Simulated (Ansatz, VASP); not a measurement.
# GaGe: VASP beside Ansatz

INCAR

```
PREC = Accurate
ENCUT = 520
EDIFF = 1E-6
ISMEAR = 0
SIGMA = 0.15
LREAL = F
LASPH = T
NELM = 60
ALGO = Normal
ISIF = 2
LWAVE = F
LCHARG = F
NBANDS = 20
```

File KPOINTS:

```
regular mesh
0
Gamma
  14 14 14
```

POSCAR

```
GaGe
1.0
    0.0000000000      2.8978440000      2.8978440000
    2.6805057000      0.0000000000      2.8978440000
    2.6805057000      2.8978440000      0.0000000000
Ga Ge
1 1
Direct
    0.7500000000      0.7500000000      0.7500000000
    0.0000000000      0.0000000000      0.0000000000
```

Input for Ansatz:

```yaml
crystal:
  lattice:
    - [0.0, 2.897844, 2.897844]
    - [2.6805057, 0.0, 2.897844]
    - [2.6805057, 2.897844, 0.0]
  atoms:
    - { symbol: Ga, position: [0.75, 0.75, 0.75] }
    - { symbol: Ge, position: [0.0, 0.0, 0.0] }
basis:
  ecutwfc: 420
kpoints:
  mp_grid: { grid: [14, 14, 14] }
hamiltonian:
  xc: lda
scf:
  occupations: { method: gaussian, width: 0.15 }
output:
  forces: true
  stress: true
  eigenvalues: true
```

Change from the starting cell: strain -0.0750 x Voigt [1, 0, 0, 0, 0, 0], atoms carried along.

Alike in both runs: task single point; functional LDA; k mesh 14 × 14 × 14; occupations gaussian, width 0.15 eV; no spin polarisation.

|  | VASP | Ansatz |
| --- | --- | --- |
| version | VASP 6.6.1 | Ansatz 0.2.0 |
| potentials or method | VASP PAW LDA potentials, release 64 (Ga_d, Ge_d), cutoff 520 eV | scalar-relativistic, plane waves, PAW |
| valence electrons in the cell | 27 | 27 |

|  | VASP | Ansatz | Ansatz less VASP |
| --- | --- | --- | --- |
| gap on the k mesh at the Fermi level (eV) | none | none | - |
| pressure (GPa) | -0.4 | -0.6 | -0.16 |
| traceless stress, the component that is largest in VASP (GPa) | 0.18 | 0.20 | +0.018 |

LDA's correlation is that of Perdew and Zunger in VASP and of Perdew and Wang (1992) in Ansatz. A gap of «none» marks a metal or a gap that the smearing closes.
